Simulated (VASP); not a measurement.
Wanted: the native input for a VASP 6.6.1 run.

| Quantity | Value |
| --- | --- |
| Task | single point |
| Functional | PBE |
| Potentials or basis | VASP PAW PBE potentials, release 64 (Mg, O) |
| Cutoff | 520 eV |
| k mesh | 3 × 3 × 1 |
| Occupations | gaussian, width 0.05 eV |
| Spin | no spin polarisation |
| Dipole correction | yes |
| Further INCAR settings | LREAL = Auto; ALGO = Normal; EDIFF = 1e-06; NBANDS = 86 |

The structure of MgO lies in POSCAR:

```
MgO
1.0
    6.0158464379      0.0000000000      0.0000000000
    0.0000000000      6.0158464379      0.0000000000
    0.0000000000      0.0000000000     25.9506687162
Mg O
16 16
Direct
    0.2500000000      0.2500000000      0.3082772196
    0.2500000000      0.7500000000      0.3082772196
    0.7500000000      0.2500000000      0.3082772196
    0.7500000000      0.7500000000      0.3082772196
    0.5000000000      0.5000000000      0.3902374546
    0.5000000000      0.0000000000      0.3902374546
    0.0000000000      0.5000000000      0.3902374546
    0.0000000000      0.0000000000      0.3902374546
    0.7504466256      0.7499837891      0.4723851836
    0.7504171580      0.2500690670      0.4724147710
    0.2495490025      0.7499887161      0.4723137892
    0.2496304187      0.2500508067      0.4723912420
    0.0009262934     -0.0007348294      0.5536955195
    0.0009740570      0.5008618582      0.5539619443
    0.4992161907     -0.0006726429      0.5527523285
    0.4991472039      0.5007724183      0.5526917651
    0.5000000000      0.5000000000      0.3082772196
    0.5000000000      0.0000000000      0.3082772196
    0.0000000000      0.5000000000      0.3082772196
    0.0000000000      0.0000000000      0.3082772196
    0.7500000000      0.7500000000      0.3902374546
    0.7500000000      0.2500000000      0.3902374546
    0.2500000000      0.7500000000      0.3902374546
    0.2500000000      0.2500000000      0.3902374546
   -0.0003505774      0.0002395669      0.4721886162
   -0.0003393063      0.4998075101      0.4722289417
    0.5003803380      0.0001654482      0.4719623174
    0.5003689085      0.4998767851      0.4719638211
    0.2508751204      0.2499305838      0.5546125471
    0.2504071119      0.7500985213      0.5547593035
    0.7492777006      0.2500000010      0.5561618269
    0.7494808875      0.7501085877      0.5549871947
```

These files were run (other wordings do the same):

INCAR

```
  ALGO = Normal
  DIPOL = 0.5 0.5 0.431
  EDIFF = 1E-6
  ENCUT = 520
  GGA = PE
  IDIPOL = 3
  ISIF = 2
  ISMEAR = 0
  LASPH = T
  LCHARG = F
  LDIPOL = T
  LREAL = Auto
  LWAVE = F
  NBANDS = 86
  NELM = 60
  PREC = Accurate
  SIGMA = 0.05
```

KPOINTS

```
k-points
0
Gamma
  3 3 1
```

Potentials or basis: VASP PAW PBE potentials, release 64 (Mg, O).

Run with:

```console
$ cat potpaw_PBE.64/Mg/POTCAR potpaw_PBE.64/O/POTCAR > POTCAR
$ mpirun -np 1 vasp_std > vasp.out
```

It gave:

```json
{
  "Largest force": "0.472 eV/Å",
  "Band gap on the k mesh": "3.27 eV"
}
```

Wall time 19 min on 1 thread of Intel(R) Xeon(R) Platinum 8488C (Sapphire Rapids) (shared host), peak memory 0.94 GiB.
